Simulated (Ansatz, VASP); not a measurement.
## Si15Rh: VASP beside Ansatz

Contents of INCAR:

```
SYSTEM = Si15Rh
ALGO = Normal ; EDIFF = 1E-6
ENCUT = 520 ; GGA = PS
ISIF = 2 ; ISMEAR = 0
ISPIN = 2 ; LASPH = .True.
LCHARG = .False. ; LDAU = .True.
LDAUJ = 0 0 ; LDAUL = 2 -1
LDAUPRINT = 1 ; LDAUTYPE = 2
LDAUU = 2 0 ; LMAXMIX = 4
LORBIT = 11 ; LREAL = Auto
LWAVE = .False. ; MAGMOM = 0.24 0.01 0.01 0.01 0.01 0.01 0.01 0 0.04 0.04 0.04 0 0.04 0 0 0
NBANDS = 56 ; NELM = 150
PREC = Accurate ; SIGMA = 0.05
```

Contents of KPOINTS:

```
k-points
0
Gamma
  3 3 3
  0 0 0
```

The input POSCAR:

```
Si15Rh
1.0
    0.0000000000      5.4370000000      5.4370000000
    5.4370000000      0.0000000000      5.4370000000
    5.4370000000      5.4370000000      0.0000000000
Rh Si
1 15
Direct
    1.0000000000      1.0000000000      0.0000000000
    0.9990934051      0.9990934051      0.5009065949
    0.9990934051      0.5009065949      0.9990934051
    0.9990934051      0.5009065949      0.5009065949
    0.5009065949      0.9990934051      0.9990934051
    0.5009065949      0.9990934051      0.5009065949
    0.5009065949      0.5009065949      0.9990934051
    0.5000000000      0.5000000000      0.5000000000
    0.1232214265      0.1232214265      0.1232214265
    0.1232214265      0.1232214265      0.6303357206
    0.1232214265      0.6303357206      0.1232214265
    0.1251791258      0.6249402914      0.6249402914
    0.6303357206      0.1232214265      0.1232214265
    0.6249402914      0.1251791258      0.6249402914
    0.6249402914      0.6249402914      0.1251791258
    0.6249402914      0.6249402914      0.6249402914
```

Input for Ansatz:

```yaml
crystal:
  lattice:
    - [0.0, 5.437, 5.437]
    - [5.437, 0.0, 5.437]
    - [5.437, 5.437, 0.0]
  atoms:
    - { symbol: Rh, position: [1.0, 1.0, 0.0], spin: 5.0 }
    - { symbol: Si, position: [0.9990934051, 0.9990934051, 0.5009065949] }
    - { symbol: Si, position: [0.9990934051, 0.5009065949, 0.9990934051] }
    - { symbol: Si, position: [0.9990934051, 0.5009065949, 0.5009065949] }
    - { symbol: Si, position: [0.5009065949, 0.9990934051, 0.9990934051] }
    - { symbol: Si, position: [0.5009065949, 0.9990934051, 0.5009065949] }
    - { symbol: Si, position: [0.5009065949, 0.5009065949, 0.9990934051] }
    - { symbol: Si, position: [0.5, 0.5, 0.5] }
    - { symbol: Si, position: [0.1232214265, 0.1232214265, 0.1232214265] }
    - { symbol: Si, position: [0.1232214265, 0.1232214265, 0.6303357206] }
    - { symbol: Si, position: [0.1232214265, 0.6303357206, 0.1232214265] }
    - { symbol: Si, position: [0.1251791258, 0.6249402914, 0.6249402914] }
    - { symbol: Si, position: [0.6303357206, 0.1232214265, 0.1232214265] }
    - { symbol: Si, position: [0.6249402914, 0.1251791258, 0.6249402914] }
    - { symbol: Si, position: [0.6249402914, 0.6249402914, 0.1251791258] }
    - { symbol: Si, position: [0.6249402914, 0.6249402914, 0.6249402914] }
basis:
  ecutwfc: 420
  ecutrho_ratio: 4
kpoints:
  mp_grid: { grid: [3, 3, 3] }
hamiltonian:
  xc: pbesol
  hubbard:
    sites:
      - { site: 0, l: d, u_eff: 2.0, starting_ns: [{ spin: up, occupation_matrix: s0up }, { spin: down, occupation_matrix: s0down }] }
    occupation_matrices:
      s0up:
        matrix:
          - [0.97, 0.0, 0.0, 0.0, 0.0]
          - [0.0, 0.97, 0.0, 0.0, 0.0]
          - [0.0, 0.0, 0.97, 0.0, 0.0]
          - [0.0, 0.0, 0.0, 0.97, 0.0]
          - [0.0, 0.0, 0.0, 0.0, 0.97]
      s0down:
        matrix:
          - [0.02, 0.0, 0.0, 0.0, 0.0]
          - [0.0, 0.02, 0.0, 0.0, 0.0]
          - [0.0, 0.0, 0.02, 0.0, 0.0]
          - [0.0, 0.0, 0.0, 0.02, 0.0]
          - [0.0, 0.0, 0.0, 0.0, 0.02]
    ns_hold: until_converged
scf:
  occupations: { method: gaussian, width: 0.05 }
  lower_state_search: "off"
  max_iter: 150
output:
  forces: true
  stress: true
  eigenvalues: true
  populations: true
  hubbard: { sites: [{ site: 0, l: d }] }
  write_density: true
  write_potential: true
  elf: true
  volumetric_format: npy
magnetization:
  spin_polarized: true
```

Alike in both runs: task single point; functional PBEsol; k mesh 3 × 3 × 3; occupations gaussian, width 0.05 eV; collinear spin; Hubbard terms Rh d U = 2.0 eV.

|  | VASP | Ansatz |
| --- | --- | --- |
| version | VASP 6.6.1 | Ansatz 0.2.0 |
| potentials or method | VASP PAW PBE potentials, release 64 (Rh_pv, Si), cutoff 520 eV | scalar-relativistic, plane waves, PAW |
| valence electrons in the cell | 75 | 77 |

|  | VASP | Ansatz | Ansatz less VASP |
| --- | --- | --- | --- |
| gap on the k mesh at the Fermi level (eV) | none | none | - |
| pressure (GPa) | -1.2 | -1.2 | -0.01 |
| rms of the force components (eV/Å) | 0.021 | 0.002 | -0.0191 |
| net moment per atom (μB) | 0.06 | 0.06 | 0.000 |
| size of the moment on the site where the two differ most (μB) | 0.28 | 0.22 | -0.063 |

VASP's potentials were made for PBE, not for PBEsol. Site moments also hang on the region over which each program counts them. The programs project onto different local orbitals, so the same U acts differently, and such runs can settle in different states. Atom by atom the forces differ by 0.022 eV/Å (rms over components). A gap of «none» marks a metal or a gap that the smearing closes. VASP's potentials hold 75 valence electrons a cell and Ansatz's 77, so a difference there can come from the potentials and not from the codes. Ansatz's warnings: filled band counts differ across k points, specified occupation not kept.
